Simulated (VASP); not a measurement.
# WSe2 in VASP: relaxation of cell and atoms with PBE+D3(BJ)

Aim: the relaxation of cell and atoms of WSe2 with PBE+D3(BJ).

Program: VASP 6.6.1. These are calculated values, not measurements. Logs are shortened: lines on timing, memory, paths and dates and some standing lists are left out, and cuts for length are marked.

## Step 1: The cell of the first run

The cell holds a slab with vacuum, 6 atoms: a = 3.318 Å, b = 3.318 Å, c = 24.069 Å, α = 90.00°, β = 90.00°, γ = 120.00°.

## Step 2: Relaxation of cell and atoms, PBE+D3(BJ)

INCAR

```
SYSTEM = WSe2
ALGO = Normal ; EDIFF = 1E-6
EDIFFG = -0.02 ; ENCUT = 600
GGA = PE ; IBRION = 2
ISIF = 3 ; ISMEAR = 0
IVDW = 12 ; LASPH = .True.
LCHARG = .False. ; LREAL = .False.
LWAVE = .False. ; NELM = 80
NSW = 90 ; PREC = Accurate
SIGMA = 0.02
```

KPOINTS

```
k-points
0
Gamma
  12 12 1
  0 0 0
```

POSCAR

```
WSe2
1.0
    3.3178532690      0.0000000000      0.0000000000
   -1.6589266345      2.8733452170      0.0000000000
    0.0000000000      0.0000000000     24.0685192700
W Se
2 4
Direct
    0.6666666700      0.3333333300      0.1415375200
    0.3333333300      0.6666666700      0.8584624800
    0.3333333300      0.6666666700      0.2105944900
    0.6666666700      0.3333333300      0.9275621000
    0.3333333300      0.6666666700      0.0724379000
    0.6666666700      0.3333333300      0.7894055100
```

Potentials or basis: VASP PAW PBE potentials, release 64 (W_sv, Se).

Launch:

```bash
> cat potpaw_PBE.64/W_sv/POTCAR potpaw_PBE.64/Se/POTCAR > POTCAR
> mpirun -np 1 vasp_std > vasp.out
```

OUTCAR:

```text
SYSTEM = WSe2
   EDIFF = 1E-6
   EDIFFG = -0.02
   ENCUT = 600
   GGA = PE
   IBRION = 2
   ISIF = 3
   ISMEAR = 0
   IVDW = 12
   LASPH = .True.
   LREAL = .False.
   NELM = 80
   NSW = 90
   PREC = Accurate
 IVDW          = 12

 ion  position               nearest neighbor table
   1  0.667  0.333  0.142-   3 2.54   3 2.54   3 2.54   5 2.54   5 2.54   5 2.54
   2  0.333  0.667  0.858-   6 2.54   6 2.54   6 2.54   4 2.54   4 2.54   4 2.54
   3  0.333  0.667  0.211-   1 2.54   1 2.54   1 2.54
   4  0.667  0.333  0.928-   2 2.54   2 2.54   2 2.54
   5  0.333  0.667  0.072-   1 2.54   1 2.54   1 2.54
   6  0.667  0.333  0.789-   2 2.54   2 2.54   2 2.54

  LATTYP: Found a hexagonal cell.
 ALAT       =     3.3178532690
 C/A-ratio  =     7.2542446331

  Lattice vectors:

 A1 = (   3.3178532690,   0.0000000000,   0.0000000000)
 A2 = (  -1.6589266345,   2.8733452170,   0.0000000000)
 A3 = (   0.0000000000,   0.0000000000,  24.0685192700)

Analysis of symmetry for initial positions (statically):
=====================================================================
 Subroutine PRICEL returns:
 Original cell was already a primitive cell.

 Routine SETGRP: Setting up the symmetry group for a
 hexagonal supercell.

 Subroutine GETGRP returns: Found 12 space group operations
 (whereof 12 operations were pure point group operations)
 out of a pool of 24 trial point group operations.

The static configuration has the point symmetry D_3d.

Analysis of symmetry for dynamics (positions and initial velocities):
=====================================================================
 Subroutine PRICEL returns:
 Original cell was already a primitive cell.

 Routine SETGRP: Setting up the symmetry group for a
 hexagonal supercell.

 Subroutine GETGRP returns: Found 12 space group operations
 (whereof 12 operations were pure point group operations)
 out of a pool of 24 trial point group operations.

The dynamic configuration has the point symmetry D_3d.

 Subroutine INISYM returns: Found 12 space group operations
 (whereof 12 operations are pure point group operations),
 and found     1 'primitive' translations

----------------------------------------------------------------------------------------

                                     Primitive cell

  volume of cell :     229.4533

  direct lattice vectors                    reciprocal lattice vectors
     3.317853269  0.000000000  0.000000000     0.301399706  0.174013201  0.000000000
    -1.658926634  2.873345217  0.000000000     0.000000000  0.348026403  0.000000000
     0.000000000  0.000000000 24.068519270     0.000000000  0.000000000  0.041548048

  length of vectors
     3.317853269  3.317853269 24.068519270     0.348026403  0.348026403  0.041548048

  position of ions in fractional coordinates (direct lattice)
     0.666666670  0.333333330  0.141537520
     0.333333330  0.666666670  0.858462480
     0.333333330  0.666666670  0.210594490
     0.666666670  0.333333330  0.927562100
     0.333333330  0.666666670  0.072437900
     0.666666670  0.333333330  0.789405510

  ion indices of the primitive-cell ions
   primitive index   ion index
                 1           1
                 2           2
                 3           3
                 4           4
                 5           5
                 6           6

----------------------------------------------------------------------------------------

 KPOINTS: k-points

Automatic generation of k-mesh.
 Grid dimensions read from file:
 generate k-points for:   12   12    1

 Generating k-lattice:

  Cartesian coordinates                     Fractional coordinates (reciprocal lattice)
     0.025116642  0.014501100  0.000000000     0.083333333  0.000000000  0.000000000
     0.000000000  0.029002200  0.000000000     0.000000000  0.083333333  0.000000000
     0.000000000  0.000000000  0.041548048     0.000000000  0.000000000  1.000000000

  Length of vectors
     0.029002200  0.029002200  0.041548048

  Shift w.r.t. Gamma in fractional coordinates (k-lattice)
     0.000000000  0.000000000  0.000000000

 Subroutine IBZKPT returns following result:
 ===========================================

 Found     19 irreducible k-points:

 Following reciprocal coordinates:
            Coordinates               Weight
  0.000000  0.000000  0.000000      1.000000
  0.083333  0.000000  0.000000      6.000000
  0.166667  0.000000  0.000000      6.000000
  0.250000  0.000000  0.000000      6.000000
  0.333333  0.000000  0.000000      6.000000
  0.416667 -0.000000  0.000000      6.000000
[... 11 lines left out ...]
  0.333333  0.250000  0.000000     12.000000
  0.333333  0.333333  0.000000      2.000000
   k-points           NKPTS =     19   k-points in BZ     NKDIM =     19   number of bands    NBANDS=     31
   number of dos      NEDOS =    301   number of ions     NIONS =      6
   total plane-waves  NPLWV = 150528
   dimension x,y,z NGX =    28 NGY =   28 NGZ =  192
   dimension x,y,z NGXF=    56 NGYF=   56 NGZF=  384
   ions per type =               2   4
   NGX,Y,Z   is equivalent  to a cutoff of  14.03, 14.03, 13.26 a.u.
   NGXF,Y,Z  is equivalent  to a cutoff of  28.06, 28.06, 26.52 a.u.
 SYSTEM =  WSe2
   PREC   = accura    normal or accurate (medium, high low for compatibility)
   ISTART =      0    job   : 0-new  1-cont  2-samecut
   ICHARG =      2    charge: 1-file 2-atom 10-const
   ISPIN  =      1    spin polarized calculation?
   LNONCOLLINEAR =      F non collinear calculations
   LSORBIT =      F    spin-orbit coupling
   LASPH  =      T    aspherical Exc in radial PAW
   ENCUT  =  600.0 eV  44.10 Ry    6.64 a.u.   6.63  6.63 48.07*2*pi/ulx,y,z
   NELM   =     80;   NELMIN=  2; NELMDL= -5     # of ELM steps
   EDIFF  = 0.1E-05   stopping-criterion for ELM
   LREAL  =      F    real-space projection
   EDIFFG = -.2E-01   stopping-criterion for IOM
   NSW    =     90    number of steps for IOM
   IBRION =      2    ionic relax: 0-MD 1-quasi-New 2-CG
   NFREE  =      1    steps in history (QN), initial steepest desc. (CG)
   ISIF   =      3    stress and relaxation
   ISYM   =      2    0-nonsym 1-usesym 2-fastsym
   POTIM  = 0.5000    time-step for ionic-motion
   TEBEG  =    0.0;   TEEND  =   0.0 temperature during run
   PSTRESS=    0.0 pullay stress
   NELECT =      52.0000    total number of electrons
   NUPDOWN=      -1.0000    fix difference up-down
   EMIN   =  10.00;   EMAX   =-10.00  energy-range for DOS
   EFERMI =   0.00;   METHOD = LEGACY
   ISMEAR =     0;   SIGMA  =   0.02  broadening in eV -4-tet -1-fermi 0-gaus
   EFERMI_NEDOS =   21; number of points for ismear=-14 and -15
   IALGO  =     38    algorithm
   IMIX   =      4    mixing-type and parameters
     AMIX     =   0.40;   BMIX     =  1.00
     AMIX_MAG =   1.60;   BMIX_MAG =  1.00
  volume/ion in A,a.u.               =      38.24       258.07
  Fermi-wavevector in a.u.,A,eV,Ry     =   0.998109  1.886152 13.554408  0.996221
  Thomas-Fermi vector in A             =   2.130310
   LORBIT       =      0    0 simple, 1 ext, 2 COOP (PROOUT), +10 PAW based schemes
   GGA     = PE    functional components
   LHFCALC =     F    Hartree Fock is set to
   AEXX    =    0.0000 exact exchange contribution
   IVDW    =    12    specifies the selected vdW correction
   LEPSILON=     F    determine dielectric tensor
   LRPA    =     F    only Hartree local field effects (RPA)
 conjugate gradient relaxation of ions
 non-spin polarized calculation
 Gauss-broadening in eV      SIGMA  =   0.02
  energy-cutoff  :      600.00
  volume of cell :      229.45
 maximum number of plane-waves:      7729
 NGX is ok and might be reduce to    28
   NGX = 13   NGY = 13   NGZ = 97

--------------------------------------- Ionic step        1  -------------------------------------------

 number of electron      52.0000000 magnetization

 Free energy of the ion-electron system (eV)
  ---------------------------------------------------
  ext. energy  EPLUGINS =         0.00000000
  ---------------------------------------------------
  free energy    TOTEN  =       -43.22682901 eV

  energy without entropy =      -43.22682901  energy(sigma->0) =      -43.22682901

------------------------ aborting loop because EDIFF is reached ----------------------------------------

 Edisp (eV)   -2.29264

 E8    (eV) :    -1.0540

  FORCE on cell =-STRESS in cart. coord.  units (eV):
  Direction    XX          YY          ZZ          XY          YZ          ZX
  --------------------------------------------------------------------------------------
  -------------------------------------------------------------------------------------
  Total      -1.25104    -1.25104     0.77834    -0.00000     0.00000     0.00000
  in kB      -8.73548    -8.73548     5.43481    -0.00000     0.00000     0.00000
  external pressure =       -4.01 kB  Pullay stress =        0.00 kB
[... 109 lines left out ...]
  FREE ENERGIE OF THE ION-ELECTRON SYSTEM (eV)
  ---------------------------------------------------
  free  energy   TOTEN  =       -45.5421198878 eV

  energy  without entropy=      -45.5421198878  energy(sigma->0) =      -45.54211989

[... ionic steps 4 to 17 ...]

--------------------------------------- Ionic step       18  -------------------------------------------

 number of electron      52.0000002 magnetization

------------------------ aborting loop because EDIFF is reached ----------------------------------------

 Edisp (eV)   -2.42235

 E8    (eV) :    -1.1129
[... 77 lines left out ...]
  energy  without entropy=      -45.5822976827  energy(sigma->0) =      -45.58229768

--------------------------------------- Ionic step       20  -------------------------------------------

 number of electron      52.0000002 magnetization

 Free energy of the ion-electron system (eV)
  ---------------------------------------------------
  ext. energy  EPLUGINS =         0.00000000
  ---------------------------------------------------
  free energy    TOTEN  =       -43.15874410 eV

  energy without entropy =      -43.15874410  energy(sigma->0) =      -43.15874410

 E-fermi :   1.5561     XC(G=0):  -6.5239

 val. band max:        1.3482335288   @ k =   0.0000   0.0000   0.0000
 cond. band min:       2.6214444016   @ k =   0.1667   0.1667   0.0000
 fundamental gap:      1.2732108727
 Fermi energy:         1.5560639290

 k-point     1 :       0.0000    0.0000    0.0000
  band No.  band energies     occupation
      1     -72.8317      2.00000
      2     -72.8317      2.00000
      3     -37.0777      2.00000
      4     -37.0776      2.00000
      5     -36.9436      2.00000
      6     -36.9436      2.00000
[... 672 lines left out ...]
  FREE ENERGIE OF THE ION-ELECTRON SYSTEM (eV)
  ---------------------------------------------------
  free  energy   TOTEN  =       -45.5823204120 eV

  energy  without entropy=      -45.5823204120  energy(sigma->0) =      -45.58232041

 reached required accuracy - stopping structural energy minimisation
```

Wall time 32 min (1 thread of AMD EPYC 9R45 (Zen 5), shared host); peak memory 0.49 GiB.

What came out:

```
Free energy                           : -45.5823 eV
Relaxed cell                          : a = 3.284 Å, b = 3.284 Å, c = 22.925 Å, α = 90.00°, β = 90.00°, γ = 120.00°
Space group after relaxing (to 0.1 Å) : P-3m1 (No. 164)
Energy gained by relaxing             : 10.5 meV/atom
Ionic steps                           : 20
Largest force after relaxing          : 0.008 eV/Å
Band gap on the k mesh                : 1.27 eV (least direct gap 1.62 eV)
Dispersion energy per atom            : -0.404 eV
```

Forces on the atoms (eV/Å):
```
W    0.000  0.000  0.003
W    0.000  0.000 -0.003
Se   0.000  0.000  0.008
Se   0.000  0.000  0.005
Se   0.000  0.000 -0.005
Se   0.000  0.000 -0.008
```

The path:
| step | energy change (eV) | largest force (eV/Å) | pressure (GPa) | volume (Å³) |
| --- | --- | --- | --- | --- |
| 1 | 0.0000 | 0.3021 | -0.40 | 229.45 |
| 2 | -0.0226 | 0.1243 | -0.10 | 226.27 |
| 3 | -0.0226 | 0.1196 | -0.10 | 226.18 |
| 4 | -0.0259 | 0.1436 | 0.05 | 225.20 |
| 5 | -0.0329 | 0.2167 | 0.48 | 222.28 |
| 6 | -0.0311 | 0.5086 | 1.45 | 216.46 |
| 7 | -0.0345 | 0.3450 | 0.91 | 219.63 |
| 8 | -0.0350 | 0.3438 | 0.91 | 219.57 |
| 9 | -0.0362 | 0.3402 | 0.90 | 219.37 |
| 10 | -0.0386 | 0.3331 | 0.87 | 218.97 |
| 11 | -0.0430 | 0.3196 | 0.82 | 218.17 |
| 12 | -0.0505 | 0.2949 | 0.74 | 216.57 |
| 13 | -0.0584 | 0.2543 | 0.61 | 213.37 |
| 14 | -0.0585 | 0.2420 | 0.58 | 212.33 |
| 15 | -0.0615 | 0.1396 | 0.30 | 213.22 |
| 16 | -0.0627 | 0.0339 | -0.10 | 214.53 |
| 17 | -0.0628 | 0.0367 | -0.05 | 214.32 |
| 18 | -0.0628 | 0.0411 | -0.02 | 214.26 |
| 19 | -0.0628 | 0.0249 | -0.02 | 214.22 |
| 20 | -0.0628 | 0.0085 | 0.01 | 214.15 |

Final structure:
```cif
data_structure
_symmetry_space_group_name_H-M 'P 1'
_symmetry_Int_Tables_number 1
_cell_length_a 3.2842
_cell_length_b 3.2842
_cell_length_c 22.9254
_cell_angle_alpha 90.000
_cell_angle_beta 90.000
_cell_angle_gamma 120.000
_cell_volume 214.15
loop_
_atom_site_label
_atom_site_type_symbol
_atom_site_fract_x
_atom_site_fract_y
_atom_site_fract_z
_atom_site_occupancy
W1 W 0.66667 0.33333 0.13955 1
W2 W 0.33333 0.66667 0.86045 1
Se1 Se 0.33333 0.66667 0.21311 1
Se2 Se 0.66667 0.33333 0.93398 1
Se3 Se 0.33333 0.66667 0.06602 1
Se4 Se 0.66667 0.33333 0.78689 1
```

Levels at points of the mesh, in eV from the valence-band top:
| k point | band 24 | band 25 | band 26 | band 27 | band 28 | band 29 |
| --- | --- | --- | --- | --- | --- | --- |
| (0.00, 0.00, 0.00) | -1.29 | -0.74 | 0.00 | 2.80 | 2.80 | 2.85 |
| (0.50, 0.00, 0.00) | -1.14 | -1.11 | -0.95 | 2.32 | 2.35 | 2.55 |

Caveat: there is no dipole correction, which matters where the two faces differ; the relaxation moved the vacuum too, so the length across it says nothing of the material; spin-orbit coupling is left out, which moves the levels of the heavy elements.
